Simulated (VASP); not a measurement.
The system is KRb.

```
CELL_PARAMETERS angstrom
4.95106 0.00000 0.00000
0.00000 4.95106 0.00000
0.00000 0.00000 7.00185
ATOMIC_POSITIONS crystal
K 0.00000 0.00000 0.00000
Rb 0.50000 0.50000 0.50000
```

| Quantity | Value |
| --- | --- |
| Program | VASP 6.6.1 |
| Task | relaxation of cell and atoms |
| Functional | PBEsol |
| Potentials or basis | VASP PAW PBE potentials, release 64 (K_sv, Rb_sv) |
| Cutoff | 600 eV |
| k mesh | 8 × 8 × 6 |
| Occupations | gaussian, width 0.1 eV |
| Spin | no spin polarisation |

At the start: pressure -0.2 GPa; volume 85.82 Å³/atom.

Problem. How do energy, volume and symmetry change on relaxing?

Solution. Over 4 steps the energy falls by 5.5 meV/atom and the volume is 78.74 Å³/atom (-8.2 %); space group P4/mmm (No. 123, to 0.05 Å).

The path:
| step | energy change (eV) | largest force (eV/Å) | pressure (GPa) | volume (Å³) |
| --- | --- | --- | --- | --- |
| 1 | 0.0000 | 0.0000 | -0.24 | 171.64 |
| 2 | -0.0042 | 0.0000 | -0.19 | 168.47 |
| 3 | -0.0109 | 0.0000 | -0.03 | 159.22 |
| 4 | -0.0110 | 0.0000 | 0.00 | 157.48 |

Final structure:
```xyz
2
Lattice="4.8112 0.0000 0.0000 0.0000 4.8112 0.0000 0.0000 0.0000 6.8034" Properties=species:S:1:pos:R:3 pbc="T T T"
K     0.0000    0.0000    0.0000
Rb    2.4056    2.4056    3.4017
```

Caveat: the PAW data sets were made with another functional, which shifts forces and pressure a little.
